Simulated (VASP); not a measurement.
Ge4Se3:

```
Ge Se
1.0
     5.56408    0.00000    0.00000
     0.00000    5.56408    0.00000
     0.00000    0.00000    5.56408
Ge Se
4 3
Direct
  0.72069 0.72069 0.72069
  0.27931 0.27931 0.72069
  0.27931 0.72069 0.27931
  0.72069 0.27931 0.27931
  0.00000 0.00000 0.50000
  0.50000 0.00000 0.00000
  0.00000 0.50000 0.00000
```

The cell was built from a structure type or drawn by symmetry, and may not be a known phase.

| Item | Value |
| --- | --- |
| Program | VASP 6.6.1 |
| Task | relaxation of cell and atoms |
| Functional | PBE |
| Potentials or basis | VASP PAW PBE potentials, release 64 (Ge_d, Se) |
| Cutoff | 600 eV |
| k mesh | 4 × 4 × 4 |
| Occupations | gaussian, width 0.1 eV |
| Spin | no spin polarisation |

At the start: pressure 7.7 GPa; volume 24.61 Å³/atom.

Q: How do energy, volume and symmetry change on relaxing?

A: Over 9 steps the energy falls by 183.8 meV/atom and the volume is 24.40 Å³/atom (-0.8 %); space group P-43m (No. 215, to 0.1 Å) before and after.

Step by step:
| step | energy change (eV) | largest force (eV/Å) | pressure (GPa) | volume (Å³) |
| --- | --- | --- | --- | --- |
| 1 | 0.0000 | 1.8996 | 7.65 | 172.26 |
| 2 | -0.7265 | 0.2755 | -2.65 | 203.25 |
| 3 | -0.7762 | 0.5616 | -1.04 | 196.21 |
| 4 | -0.8662 | 0.5665 | -1.00 | 192.89 |
| 5 | -1.1141 | 0.4580 | -0.92 | 183.15 |
| 6 | -1.2159 | 0.5143 | 0.69 | 164.67 |
| 7 | -1.2713 | 0.1593 | -0.50 | 173.81 |
| 8 | -1.2849 | 0.0946 | 0.00 | 169.61 |
| 9 | -1.2865 | 0.0131 | -0.03 | 170.80 |

Final structure:
```xyz
7
Lattice="5.5483 0.0000 0.0000 0.0000 5.5483 0.0000 0.0000 0.0000 5.5483" Properties=species:S:1:pos:R:3 pbc="T T T"
Ge    3.8235    3.8235    3.8235
Ge    1.7248    1.7248    3.8235
Ge    1.7248    3.8235    1.7248
Ge    3.8235    1.7248    1.7248
Se    0.0000    0.0000    2.7742
Se    2.7742    0.0000    0.0000
Se    0.0000    2.7742    0.0000
```
